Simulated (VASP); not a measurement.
Wanted: the native input for a VASP 6.6.1 run.

```yaml
Task: electric field gradients
Functional: PBE
Potentials_or_basis: VASP PAW PBE potentials, release 64 (Zr_sv)
Cutoff: 520 eV
k_mesh: 14 × 14 × 14
Occupations: fermi-dirac, width 0.08 eV
Spin: no spin polarisation
Dipole_correction: no
Further_INCAR_settings: ALGO = Normal; EDIFF = 1e-08; NBANDS = 12
```

The structure of Zr lies in POSCAR:

```
Zr
1.0
   -1.8100000000      1.8100000000      1.8281000000
    1.8100000000     -1.8100000000      1.8281000000
    1.8100000000      1.8100000000     -1.8281000000
Zr
1
Direct
    0.0000000000      0.0000000000      0.0000000000
```

This isn't the form of Zr at room conditions, which is hcp.

This cell differs from its parent crystal: zz strain of +1 %.

The input as run:

INCAR

```
SYSTEM = Zr
PREC     = Accurate       ! precision mode
ENCUT    = 520            ! plane-wave cutoff, eV
EDIFF    = 1E-8           ! SCF threshold, eV
ISMEAR   = -1             ! smearing method
SIGMA    = 0.08           ! smearing width, eV
LREAL    = .False.        ! projectors in reciprocal space
LASPH    = .True.         ! aspherical terms in the spheres
NELM     = 80             ! most SCF steps
ALGO     = Normal         ! electronic algorithm
ISIF     = 2              ! what is computed and relaxed
LWAVE    = .False.        ! write WAVECAR
LCHARG   = .False.        ! write CHGCAR
GGA      = PE             ! functional
LEFG     = .True.       
NBANDS   = 12             ! bands
```

KPOINTS

```
regular mesh
0
Gamma
  14 14 14
  0 0 0
```

Potentials or basis: VASP PAW PBE potentials, release 64 (Zr_sv).

Launch:

```sh
$ cat potpaw_PBE.64/Zr_sv/POTCAR > POTCAR
$ mpirun -np 1 vasp_std > vasp.out
```

It gave:

```
Pressure                                : -3.8 GPa
Band gap on the k mesh                  : zero (bands 6 and 7 overlap by 1.68 eV)
Largest electric field gradient by atom : Zr -0.5 V/Å²
```

Caveat: the cell differs from its parent crystal (zz strain of +1 %); the cell stands under tension; without QUAD_EFG the Cq values of the log hold for a quadrupole moment of 1 mb, not for the nuclei.

It took 60 s on 1 thread of Intel Xeon 8259CL (shared host), peak memory 0.19 GiB.
